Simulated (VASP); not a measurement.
Here is a VASP 6.6.1 calculation.

Contents of POSCAR:

```
P
1.0
    1.6496884319     -5.5100191428      0.0000000000
    1.6496884319      5.5100191428      0.0000000000
    0.0000000000      0.0000000000      4.5580242849
P
4
Direct
    0.9046105422      0.0953894578      0.0885269956
    0.5953894578      0.4046105422      0.5885269956
    0.0953894578      0.9046105422      0.9114730044
    0.4046105422      0.5953894578      0.4114730044
```

INCAR.step1

```
  PREC = Accurate
  ENCUT = 520
  ISMEAR = 0
  SIGMA = 0.01
  LREAL = False
  LASPH = True
  NELM = 100
  NBANDS = 18
  GGA = PE
  ALGO = Normal
  EDIFF = 1E-4
  LWAVE = True
  LCHARG = False
```

File INCAR.step2:

```
  PREC = Accurate
  ENCUT = 520
  EDIFF = 1E-6
  ISMEAR = 0
  SIGMA = 0.01
  LREAL = False
  LASPH = True
  NELM = 100
  ALGO = Normal
  ISIF = 2
  LWAVE = False
  LCHARG = True
  METAGGA = R2SCAN
  LMIXTAU = True
  LELF = True
  LVHAR = True
  NBANDS = 18
  ISTART = 1
```

The input KPOINTS:

```
regular mesh
0
Gamma
  12 12 8
```

Potentials or basis: VASP PAW PBE potentials, release 64 (P).

Command:

```sh
$ cat potpaw_PBE.64/P/POTCAR > POTCAR
$ cp INCAR.step1 INCAR
$ mpirun -np 1 vasp_std > vasp.out
$ cp INCAR.step2 INCAR
$ mpirun -np 1 vasp_std > vasp.out
```

**Question.** What does it give for the largest force?

**Answer.** 0.099 eV/Å.

**Question.** What does it give for the pressure?

**Answer.** -0.6 GPa.

**Question.** Predict the band gap on the k mesh.

**Answer.** 0.27 eV.

Forces in eV/Å, atoms in the order of the input:
```
P    0.000 -0.056  0.081
P    0.000  0.056  0.081
P    0.000  0.056 -0.081
P    0.000 -0.056 -0.081
```

Caveat: the PAW data sets were made with another functional, which shifts forces and pressure a little. A k mesh can miss the band edges.
